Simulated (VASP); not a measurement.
Runs of VASP 6.6.1 on Ni. The structure is that of space group P6_3/mmc (No. 194), or close to it. The cells are those of the table. This isn't the form of Ni at room conditions, which is fcc.

```csv
task,level,potentials or basis,spin,cell,cutoff (eV),smearing,gap on the mesh (eV),pressure (GPa),moment (μB)
relaxation of cell and atoms,PBEsol+D4,"VASP PAW PBE potentials, release 64 (Ni)","collinear, ferromagnetic start","relaxed from a = 2.448, b = 2.448, c = 4.073 Å, angles 90.0, 90.0, 120.0°, 2 atoms",600,fermi-dirac 0.05 eV,none,0.1,1.25
single point,PBE,"VASP PAW PBE potentials, release 64 (Ni_sv_GW)","collinear, ferromagnetic start","a = 2.448, b = 2.448, c = 4.073 Å, angles 90.0, 90.0, 120.0°, 2 atoms",690,gaussian 0.018 eV,none,6.2,1.34
single point,PBE,"VASP PAW PBE potentials, release 64 (Ni_sv_GW)","collinear, ferromagnetic start","a = 2.448, b = 2.448, c = 4.073 Å, angles 90.0, 90.0, 120.0°, 2 atoms",690,gaussian 0.022 eV,none,(d),1.34
single point,PBE,"VASP PAW PBE potentials, release 64 (Ni_sv_GW)","collinear, ferrimagnetic start","a = 2.448, b = 2.448, c = 4.073 Å, angles 90.0, 90.0, 120.0°, 2 atoms",690,fermi-dirac 0.05 eV,none,6.3,1.30
single point,PBEsol+D3(BJ),"VASP PAW PBE potentials, release 64 (Ni_sv_GW)","collinear, ferromagnetic start","a = 2.426, b = 2.426, c = 3.972 Å, angles 90.0, 90.0, 120.0°, 2 atoms",690,fermi-dirac 0.05 eV,none,-2.4,(a)
single point,PBE,"VASP PAW PBE potentials, release 64 (Ni_sv_GW)","collinear, ferromagnetic start","a = 2.448, b = 2.448, c = 4.073 Å, angles 90.0, 90.0, 120.0°, 2 atoms",690,gaussian 0.017 eV,none,6.3,1.35
single point,BLYP+D4,"VASP PAW PBE potentials, release 64 (Ni_sv_GW)","collinear, ferromagnetic start","a = 2.473, b = 2.473, c = 4.060 Å, angles 90.0, 90.0, 120.0°, 2 atoms",690,fermi-dirac 0.05 eV,none,-0.8,1.25
single point,PBE,"VASP PAW PBE potentials, release 64 (Ni_sv_GW)","collinear, ferromagnetic start","a = 2.448, b = 2.448, c = 4.073 Å, angles 90.0, 90.0, 120.0°, 2 atoms",690,gaussian 0.019 eV,none,6.2,1.34
relaxation of cell and atoms,PBEsol,"VASP PAW PBE potentials, release 64 (Ni)","collinear, ferromagnetic start","relaxed to 20 GPa from a = 2.448, b = 2.448, c = 4.073 Å, angles 90.0, 90.0, 120.0°, 2 atoms",600,fermi-dirac 0.05 eV,none,20.0,1.19
single point,RPBE+D3(BJ),"VASP PAW PBE potentials, release 64 (Ni_sv_GW)","collinear, ferromagnetic start","a = 2.384, b = 2.384, c = 3.906 Å, angles 90.0, 90.0, 120.0°, 2 atoms",690,fermi-dirac 0.05 eV,none,-1.1,(b)
single point,RPBE+D4,"VASP PAW PBE potentials, release 64 (Ni_sv_GW)","collinear, ferromagnetic start","a = 2.459, b = 2.459, c = 4.029 Å, angles 90.0, 90.0, 120.0°, 2 atoms",690,fermi-dirac 0.05 eV,none,-1.0,(c)
```

Alike in all rows: k mesh 12 × 12 × 7.

Task: Fill in the values left out.

Result: (a) 1.27; (b) 1.23; (c) 1.32; (d) 6.1.

Caveats: the PAW data sets were made with another functional, which shifts forces and pressure a little (at least some runs); the cell stands under pressure (at least some runs); the cell is relaxed towards a set pressure, so the run minimises the enthalpy, not the energy (at least some runs); the dispersion term is far too large for a dense solid, which distorts pressure and volume (at least some runs).

A gap of «none» marks levels without a gap at the run's occupations.

The runs don't all hold the same shells in valence.
